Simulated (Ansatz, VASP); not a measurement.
# Two plane-wave programs on ZnSnN2

File INCAR:

```
SYSTEM = ZnSnN2
  ALGO = Normal
  EDIFF = 1E-6
  ENCUT = 520
  GGA = PS
  ISIF = 2
  ISMEAR = 1
  LASPH = .True.
  LCHARG = .False.
  LREAL = .False.
  LWAVE = .False.
  NBANDS = 26
  NELM = 60
  PREC = Accurate
  SIGMA = 0.2
```

KPOINTS

```
k-points
0
Gamma
  6 6 4
  0 0 0
```

Contents of POSCAR:

```
ZnSnN2
1.0
    3.2065606148      0.0000000000      0.0000000000
    0.0000000000      3.2065606148      0.0000000000
    0.0000000000      0.0000000000      4.3142270821
Zn N Sn
1 2 1
Direct
    0.0000000000      0.0000000000      0.0000000000
    0.0000000000      0.0000000000      0.5000000000
    0.5000000000      0.5000000000      0.0000000000
    0.5000000000      0.5000000000      0.5000000000
```

Input for Ansatz:

```yaml
crystal:
  lattice:
    - [3.2065606148, 0.0, 0.0]
    - [0.0, 3.2065606148, 0.0]
    - [0.0, 0.0, 4.3142270821]
  atoms:
    - { symbol: Zn, position: [0.0, 0.0, 0.0] }
    - { symbol: "N", position: [0.0, 0.0, 0.5] }
    - { symbol: Sn, position: [0.5, 0.5, 0.5] }
    - { symbol: "N", position: [0.5, 0.5, 0.0] }
kpoints:
  mp_grid: { grid: [6, 6, 4] }
hamiltonian:
  xc: pbesol
scf:
  occupations: { method: methfessel_paxton, width: 0.2 }
  n_extra_bands: 5
output:
  forces: true
  stress: true
  eigenvalues: true
```

Alike in both runs: task single point; functional PBEsol; k mesh 6 × 6 × 4; occupations methfessel-paxton of order 1, width 0.2 eV; no spin polarisation.

```csv
,VASP,Ansatz
version,VASP 6.6.1,Ansatz 0.2.0
potentials or method,"VASP PAW PBE potentials, release 64 (Zn, N, Sn_d)",plane waves
plane-wave cutoff (eV),520,420
valence electrons in the cell,36,36
```

|  | VASP | Ansatz | Ansatz less VASP |
| --- | --- | --- | --- |
| pressure (GPa) | 0.5 | 0.0 | -0.53 |

VASP's potentials were made for PBE, not for PBEsol. With one functional, cell and mesh, what is left measures potentials, basis and numerics.

The k mesh is coarse, so the values compare programs but aren't converged.
